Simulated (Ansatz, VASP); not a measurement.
# AlIn2As2P in VASP and in Ansatz

File INCAR:

```
ALGO = Normal ; EDIFF = 1E-6
ENCUT = 600 ; GGA = PE
GGA_COMPAT = False ; ISIF = 2
ISMEAR = 0 ; LASPH = True
LCHARG = False ; LREAL = False
LWAVE = False ; NBANDS = 41
NELM = 120 ; PREC = Accurate
SIGMA = 0.1
```

KPOINTS

```
k-points
0
Gamma
  4 4 4
```

POSCAR

```
AlIn2As2P
1.0
    4.2281843600      0.0000000000      0.0000000000
    0.0000000000      4.2281843600      0.0000000000
    0.0000000000      0.0000000000      7.4488087400
Al In P As
1 2 1 2
Direct
    0.0000000000      0.0000000000      0.8513649400
    0.5000000000      0.5000000000      0.2165075500
    0.0000000000      0.0000000000      0.1842954900
    0.0000000000      0.0000000000      0.4642988600
    0.5000000000      0.0000000000      0.3596121300
    0.0000000000      0.5000000000      0.3596121300
```

Input for Ansatz:

```yaml
crystal:
  lattice:
    - [4.22818436, 0.0, 0.0]
    - [0.0, 4.22818436, 0.0]
    - [0.0, 0.0, 7.44880874]
  atoms:
    - { symbol: Al, position: [0.0, 0.0, 0.85136494] }
    - { symbol: In, position: [0.5, 0.5, 0.21650755] }
    - { symbol: In, position: [0.0, 0.0, 0.18429549] }
    - { symbol: P, position: [0.0, 0.0, 0.46429886] }
    - { symbol: As, position: [0.5, 0.0, 0.35961213] }
    - { symbol: As, position: [0.0, 0.5, 0.35961213] }
basis:
  ecutwfc: 420
kpoints:
  mp_grid: { grid: [4, 4, 4] }
hamiltonian:
  xc: pbe
scf:
  occupations: { method: gaussian, width: 0.1 }
  lower_state_search: "off"
output:
  forces: true
  stress: true
  eigenvalues: true
```

Alike in both runs: task single point; functional PBE; k mesh 4 × 4 × 4; occupations gaussian, width 0.1 eV; no spin polarisation.

|  | VASP | Ansatz |
| --- | --- | --- |
| version | VASP 6.6.1 | Ansatz 0.2.0 |
| potentials or method | VASP PAW PBE potentials, release 64 (Al, In_d, P, As_d), cutoff 600 eV | scalar-relativistic, plane waves, PAW |
| valence electrons in the cell | 64 | 64 |

```csv
,VASP,Ansatz,Ansatz less VASP
gap on the k mesh at the Fermi level (eV),none,none,-
rms of the force components (eV/Å),4.821,4.848,+0.0262
```

Atom by atom the forces differ by 0.040 eV/Å (rms over components). A gap of «none» marks a metal or a gap that the smearing closes. The functional is the same, so the differences come from potentials, cutoffs and numerics.

The k mesh is coarse, so the values compare programs but aren't converged.
